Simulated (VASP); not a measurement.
# CdH2O2 (P-3m1) in VASP: a series of runs, part 2 of 2

VASP 6.6.1. The steps go on from the part before.

## Step 6: Single point, r2SCAN

This run uses another cell than the first one, of 10.68 Å³/atom.

POSCAR reads:

```
CdH2O2
1.0
    3.6013041568      0.0000000000      0.0000000000
   -1.8006520784      3.1188210672      0.0000000000
    0.0000000000      0.0000000000      4.7562667927
Cd H O
1 2 2
Direct
    0.0000000000      0.0000000000      0.0000000000
    0.6666666667      0.3333333333      0.5509610000
    0.3333333333      0.6666666667      0.4490390000
    0.6666666667      0.3333333333      0.7593720000
    0.3333333333      0.6666666667      0.2406280000
```

INCAR.step1 reads:

```
PREC = Accurate
ENCUT = 520
ISMEAR = 0
SIGMA = 0.01
LREAL = F
LASPH = T
NELM = 60
NBANDS = 21
GGA = PE
ALGO = Normal
EDIFF = 1E-4
LWAVE = T
LCHARG = F
```

INCAR.step2 reads:

```
PREC = Accurate
ENCUT = 520
EDIFF = 1E-6
ISMEAR = 0
SIGMA = 0.01
LREAL = F
LASPH = T
NELM = 60
ALGO = Normal
ISIF = 2
LWAVE = F
LCHARG = F
METAGGA = R2SCAN
LMIXTAU = T
NBANDS = 21
ISTART = 1
```

KPOINTS reads:

```
regular mesh
0
Gamma
  6 6 4
```

Potentials or basis: VASP PAW PBE potentials, release 64 (Cd, H, O).

Run with:

```sh
> cat potpaw_PBE.64/Cd/POTCAR potpaw_PBE.64/H/POTCAR potpaw_PBE.64/O/POTCAR > POTCAR
> cp INCAR.step1 INCAR
> mpirun -np 1 vasp_std > vasp.out
> cp INCAR.step2 INCAR
> mpirun -np 1 vasp_std > vasp.out
```

OUTCAR:

```text
PREC = Accurate
   ENCUT = 520
   EDIFF = 1E-6
   ISMEAR = 0
   LREAL = F
   LASPH = T
   NELM = 60
   ISIF = 2
   METAGGA = R2SCAN
   ISTART = 1

 ion  position               nearest neighbor table
   1  0.000  0.000  0.000-   4 2.37   5 2.37   4 2.37   5 2.37   4 2.37   5 2.37
   2  0.667  0.333  0.551-   4 0.99
   3  0.333  0.667  0.449-   5 0.99
   4  0.667  0.333  0.759-   2 0.99   1 2.37   1 2.37   1 2.37
   5  0.333  0.667  0.241-   3 0.99   1 2.37   1 2.37   1 2.37

  LATTYP: Found a hexagonal cell.
 ALAT       =     3.6013041568
 C/A-ratio  =     1.3207067733

  Lattice vectors:

 A1 = (   3.6013041568,   0.0000000000,   0.0000000000)
 A2 = (  -1.8006520784,   3.1188210672,   0.0000000000)
 A3 = (   0.0000000000,   0.0000000000,   4.7562667927)

Analysis of symmetry for initial positions (statically):
=====================================================================
 Subroutine PRICEL returns:
 Original cell was already a primitive cell.

 Routine SETGRP: Setting up the symmetry group for a
 hexagonal supercell.

 Subroutine GETGRP returns: Found 12 space group operations
 (whereof 12 operations were pure point group operations)
 out of a pool of 24 trial point group operations.

The static configuration has the point symmetry D_3d.

Analysis of symmetry for dynamics (positions and initial velocities):
=====================================================================
 Subroutine PRICEL returns:
 Original cell was already a primitive cell.

 Routine SETGRP: Setting up the symmetry group for a
 hexagonal supercell.

 Subroutine GETGRP returns: Found 12 space group operations
 (whereof 12 operations were pure point group operations)
 out of a pool of 24 trial point group operations.

The dynamic configuration has the point symmetry D_3d.

 Subroutine INISYM returns: Found 12 space group operations
 (whereof 12 operations are pure point group operations),
 and found     1 'primitive' translations

----------------------------------------------------------------------------------------

                                     Primitive cell

  volume of cell :      53.4215

  direct lattice vectors                    reciprocal lattice vectors
     3.601304157  0.000000000  0.000000000     0.277677185  0.160316988  0.000000000
    -1.800652078  3.118821067  0.000000000     0.000000000  0.320633976  0.000000000
     0.000000000  0.000000000  4.756266793     0.000000000  0.000000000  0.210248929

  length of vectors
     3.601304157  3.601304313  4.756266793     0.320633990  0.320633976  0.210248929

  position of ions in fractional coordinates (direct lattice)
     0.000000000  0.000000000  0.000000000
     0.666666667  0.333333333  0.550961000
     0.333333333  0.666666667  0.449039000
     0.666666667  0.333333333  0.759372000
     0.333333333  0.666666667  0.240628000

  ion indices of the primitive-cell ions
   primitive index   ion index
                 1           1
                 2           2
                 3           3
                 4           4
                 5           5

[... 20 lines left out ...]

 Subroutine IBZKPT returns following result:
 ===========================================

 Found     24 irreducible k-points:

 Following reciprocal coordinates:
            Coordinates               Weight
  0.000000  0.000000  0.000000      1.000000
  0.166667  0.000000  0.000000      6.000000
  0.333333  0.000000  0.000000      6.000000
  0.500000  0.000000  0.000000      3.000000
  0.166667  0.166667  0.000000      6.000000
  0.333333  0.166667  0.000000     12.000000
[... 16 lines left out ...]
  0.333333  0.166667  0.500000     12.000000
  0.333333  0.333333  0.500000      2.000000
   k-points           NKPTS =     24   k-points in BZ     NKDIM =     24   number of bands    NBANDS=     21
   number of dos      NEDOS =    301   number of ions     NIONS =      5
   total plane-waves  NPLWV =  28224
   dimension x,y,z NGX =    28 NGY =   28 NGZ =   36
   dimension x,y,z NGXF=    56 NGYF=   56 NGZF=   72
   ions per type =               1   2   2
   NGX,Y,Z   is equivalent  to a cutoff of  12.93, 12.93, 12.58 a.u.
   NGXF,Y,Z  is equivalent  to a cutoff of  25.85, 25.85, 25.17 a.u.
 SYSTEM =  unknown system
   PREC   = accura    normal or accurate (medium, high low for compatibility)
   ISTART =      1    job   : 0-new  1-cont  2-samecut
   ICHARG =      0    charge: 1-file 2-atom 10-const
   ISPIN  =      1    spin polarized calculation?
   LNONCOLLINEAR =      F non collinear calculations
   LSORBIT =      F    spin-orbit coupling
   LASPH  =      T    aspherical Exc in radial PAW
   ENCUT  =  520.0 eV  38.22 Ry    6.18 a.u.   6.70  6.70  8.84*2*pi/ulx,y,z
   NELM   =     60;   NELMIN=  2; NELMDL=  0     # of ELM steps
   EDIFF  = 0.1E-05   stopping-criterion for ELM
   LREAL  =      F    real-space projection
   EDIFFG = 0.1E-04   stopping-criterion for IOM
   NSW    =      0    number of steps for IOM
   IBRION =     -1    ionic relax: 0-MD 1-quasi-New 2-CG
   NFREE  =      0    steps in history (QN), initial steepest desc. (CG)
   ISIF   =      2    stress and relaxation
   ISYM   =      2    0-nonsym 1-usesym 2-fastsym
   POTIM  = 0.5000    time-step for ionic-motion
   TEBEG  =    0.0;   TEEND  =   0.0 temperature during run
   PSTRESS=    0.0 pullay stress
   NELECT =      26.0000    total number of electrons
   NUPDOWN=      -1.0000    fix difference up-down
   EMIN   =  10.00;   EMAX   =-10.00  energy-range for DOS
   EFERMI =   0.00;   METHOD = LEGACY
   ISMEAR =     0;   SIGMA  =   0.01  broadening in eV -4-tet -1-fermi 0-gaus
   EFERMI_NEDOS =   21; number of points for ismear=-14 and -15
   IALGO  =     38    algorithm
   IMIX   =      4    mixing-type and parameters
     AMIX     =   0.40;   BMIX     =  1.00
     AMIX_MAG =   1.60;   BMIX_MAG =  1.00
  volume/ion in A,a.u.               =      10.68        72.10
  Fermi-wavevector in a.u.,A,eV,Ry     =   1.287737  2.433470 22.562081  1.658266
  Thomas-Fermi vector in A             =   2.419733
   LORBIT       =      0    0 simple, 1 ext, 2 COOP (PROOUT), +10 PAW based schemes
   METAGGA = R2SCAN    functional components
   LHFCALC =     F    Hartree Fock is set to
   AEXX    =    0.0000 exact exchange contribution
   IVDW    =     0    specifies the selected vdW correction
   LEPSILON=     F    determine dielectric tensor
   LRPA    =     F    only Hartree local field effects (RPA)
 non-spin polarized calculation
 Gauss-broadening in eV      SIGMA  =   0.01
  energy-cutoff  :      520.00
  volume of cell :       53.42
 maximum number of plane-waves:      1458
 NGX is ok and might be reduce to    28
   NGX = 13   NGY = 13   NGZ = 17

 number of electron      26.0000014 magnetization

 Free energy of the ion-electron system (eV)
  ---------------------------------------------------
  ext. energy  EPLUGINS =         0.00000000
  ---------------------------------------------------
  free energy    TOTEN  =       -44.59815545 eV

  energy without entropy =      -44.59815545  energy(sigma->0) =      -44.59815545

 E-fermi :  -0.8267     XC(G=0): -10.1542

 val. band max:       -0.9369447414   @ k =   0.5000   0.0000   0.0000
 cond. band min:       1.1009882035   @ k =   0.0000   0.0000   0.0000
 fundamental gap:      2.0379329449
 Fermi energy:        -0.8267289904

 k-point     1 :       0.0000    0.0000    0.0000
  band No.  band energies     occupation
      1     -19.9686      2.00000
      2     -19.1438      2.00000
      3      -8.2213      2.00000
      4      -7.3233      2.00000
      5      -7.3233      2.00000
      6      -6.7580      2.00000
[... 565 lines left out ...]
     20      15.9723      0.00000
     21      16.4118      0.00000

------------------------ aborting loop because EDIFF is reached ----------------------------------------

  FORCE on cell =-STRESS in cart. coord.  units (eV):
  Direction    XX          YY          ZZ          XY          YZ          ZX
  --------------------------------------------------------------------------------------
  -------------------------------------------------------------------------------------
  Total       -1.9086084     -1.9086086     -3.5152063      0.0000000      0.0000000      0.0000000
  in kB      -57.2414906    -57.2414972   -105.4253195      0.0000000      0.0000000      0.0000000
  external PRESSURE =     -73.3027691 kB  Pullay stress =       0.0000000 kB

 VOLUME and BASIS-vectors are now :
 -----------------------------------------------------------------------------
  energy-cutoff  :      520.00
  volume of cell :       53.42
      direct lattice vectors                 reciprocal lattice vectors
     3.601304157  0.000000000  0.000000000     0.277677185  0.160316988  0.000000000
    -1.800652078  3.118821067  0.000000000     0.000000000  0.320633976  0.000000000
     0.000000000  0.000000000  4.756266793     0.000000000  0.000000000  0.210248929

 POSITION                                       TOTAL-FORCE (eV/Angst)
 -----------------------------------------------------------------------------------
      0.00000      0.00000      0.00000         0.000000      0.000000     -0.000000
      1.80065      1.03961      2.62052         0.000000     -0.000000      1.043233
     -0.00000      2.07921      2.13575         0.000000      0.000000     -1.043233
      1.80065      1.03961      3.61178        -0.000000      0.000000     -0.566514
     -0.00000      2.07921      1.14449        -0.000000      0.000000      0.566514
 -----------------------------------------------------------------------------------
    total drift:                                0.000000     -0.000000      0.000000

  FREE ENERGIE OF THE ION-ELECTRON SYSTEM (eV)
  ---------------------------------------------------
  free  energy   TOTEN  =       -44.5981554493 eV

  energy  without entropy=      -44.5981554493  energy(sigma->0) =      -44.59815545
```

Run time: 60 s. Hardware: 1 thread of Intel Xeon 6975P-C (Granite Rapids), shared host; peak memory 0.19 GiB.

Results:

```
Free energy            : -44.5982 eV
Pressure               : -7.3 GPa
Largest force          : 1.043 eV/Å
Band gap on the k mesh : 2.04 eV (least direct gap 2.38 eV)
```

Forces in eV/Å, atoms in the order of the input:
```
Cd   0.000  0.000  0.000
H    0.000  0.000  1.043
H    0.000  0.000 -1.043
O    0.000  0.000 -0.567
O    0.000  0.000  0.567
```

Levels at points of the mesh, in eV from the valence-band top:
| k point | band 11 | band 12 | band 13 | band 14 | band 15 | band 16 |
| --- | --- | --- | --- | --- | --- | --- |
| (0.00, 0.00, 0.00) | -0.86 | -0.34 | -0.34 | 2.04 | 6.85 | 10.38 |
| (0.50, 0.00, 0.00) | -2.11 | -1.90 | 0.00 | 6.76 | 6.89 | 9.32 |
| (0.00, 0.00, 0.50) | -1.08 | -0.09 | -0.09 | 4.54 | 4.93 | 11.40 |
| (0.50, 0.00, 0.50) | -1.97 | -1.49 | -0.44 | 6.35 | 7.51 | 9.47 |

Caveat: the cell stands under tension; the PAW data sets were made with another functional, which shifts forces and pressure a little. A k mesh can miss the band edges.

## Step 7: Single point, r2SCAN

This run uses another cell than the first one, of 10.93 Å³/atom.

POSCAR, as its differences from that of step 6:

```diff
@@ -2,5 +2,5 @@
 1.0
-    3.6013041568      0.0000000000      0.0000000000
-   -1.8006520784      3.1188210672      0.0000000000
-    0.0000000000      0.0000000000      4.7562667927
+    3.6290075852      0.0000000000      0.0000000000
+   -1.8145037926      3.1428129413      0.0000000000
+    0.0000000000      0.0000000000      4.7928548982
 Cd H O
```

INCAR.step1 reads:

```
PREC = Accurate ; ENCUT = 520
ISMEAR = 0 ; SIGMA = 0.01
LREAL = F ; LASPH = T
NELM = 100 ; NBANDS = 21
GGA = PE ; ALGO = Normal
EDIFF = 1E-4 ; LWAVE = T
LCHARG = F
```

INCAR.step2 reads:

```
PREC = Accurate ; ENCUT = 520
EDIFF = 1E-6 ; ISMEAR = 0
SIGMA = 0.01 ; LREAL = F
LASPH = T ; NELM = 100
ALGO = Normal ; ISIF = 2
LWAVE = F ; LCHARG = F
METAGGA = R2SCAN ; LMIXTAU = T
NBANDS = 21 ; ISTART = 1
```

KPOINTS reads:

```
Automatic mesh
0
Gamma
  6 6 4
```

Run with:

```sh
> cat potpaw_PBE.64/Cd/POTCAR potpaw_PBE.64/H/POTCAR potpaw_PBE.64/O/POTCAR > POTCAR
> cp INCAR.step1 INCAR
> mpirun -np 1 vasp_std > vasp.out
> cp INCAR.step2 INCAR
> mpirun -np 1 vasp_std > vasp.out
```

Run time: 73 s. Hardware: 1 thread of Intel Xeon 6975P-C (Granite Rapids), shared host; peak memory 0.18 GiB.

Results (log left out):

| Quantity | Value |
| --- | --- |
| Free energy | -44.5356 eV |
| Pressure | -9.2 GPa |
| Largest force | 1.346 eV/Å |
| Band gap on the k mesh | 1.97 eV (least direct gap 2.30 eV) |

Forces on the atoms (eV/Å):
```
Cd   0.000  0.000  0.000
H    0.000  0.000  1.346
H    0.000  0.000 -1.346
O    0.000  0.000 -0.745
O    0.000  0.000  0.745
```

Stress tensor (GPa, compression positive):
```
 -7.22   0.00   0.00
  0.00  -7.22   0.00
  0.00   0.00 -13.28
```

Levels at points of the mesh, in eV from the valence-band top:
| k point | band 10 | band 11 | band 12 | band 13 | band 14 | band 15 | band 16 | band 17 |
| --- | --- | --- | --- | --- | --- | --- | --- | --- |
| (0.00, 0.00, 0.00) | -0.80 | -0.80 | -0.33 | -0.33 | 1.97 | 6.84 | 10.20 | 13.28 |
| (0.50, 0.00, 0.00) | -2.86 | -2.02 | -1.82 | 0.00 | 6.61 | 6.80 | 9.24 | 10.83 |
| (0.00, 0.00, 0.50) | -1.02 | -1.02 | -0.09 | -0.09 | 4.39 | 4.90 | 11.28 | 11.59 |
| (0.50, 0.00, 0.50) | -1.98 | -1.94 | -1.41 | -0.43 | 6.21 | 7.46 | 9.34 | 9.74 |

Caveat: the stress differs along the axes, from -13 to -7 GPa; the PAW data sets were made with another functional, which shifts forces and pressure a little. A k mesh can miss the band edges.

## Step 8: The runs side by side

| cell | gap on the mesh (eV) | pressure (GPa) | largest force (eV/Å) |
| --- | --- | --- | --- |
| a = 3.456, b = 3.456, c = 4.564 Å, angles 90.0, 90.0, 120.0°, 5 atoms | 2.39 | 7.2 | 0.85 |
| a = 3.486, b = 3.486, c = 4.604 Å, angles 90.0, 90.0, 120.0°, 5 atoms | 2.32 | 3.4 | 0.41 |
| a = 3.545, b = 3.545, c = 4.681 Å, angles 90.0, 90.0, 120.0°, 5 atoms | 2.18 | -2.7 | 0.37 |
| a = 3.573, b = 3.573, c = 4.719 Å, angles 90.0, 90.0, 120.0°, 5 atoms | 2.11 | -5.1 | 0.72 |
| a = 3.601, b = 3.601, c = 4.756 Å, angles 90.0, 90.0, 120.0°, 5 atoms | 2.04 | -7.3 | 1.04 |
| a = 3.629, b = 3.629, c = 4.793 Å, angles 90.0, 90.0, 120.0°, 5 atoms | 1.97 | -9.2 | 1.35 |

Alike in all rows: task single point; level r2SCAN; potentials or basis VASP PAW PBE potentials, release 64 (Cd, H, O); no spin polarisation; k mesh 6 × 6 × 4; cutoff (eV) 520; smearing gaussian 0.01 eV.

Caveats: the PAW data sets were made with another functional, which shifts forces and pressure a little; the cell stands under pressure (at least some runs); the cell stands under tension (at least some runs); the stress differs along the axes, from -13 to -7 GPa (at least some runs).

Absolute energies hang on the potentials; compare differences alone.
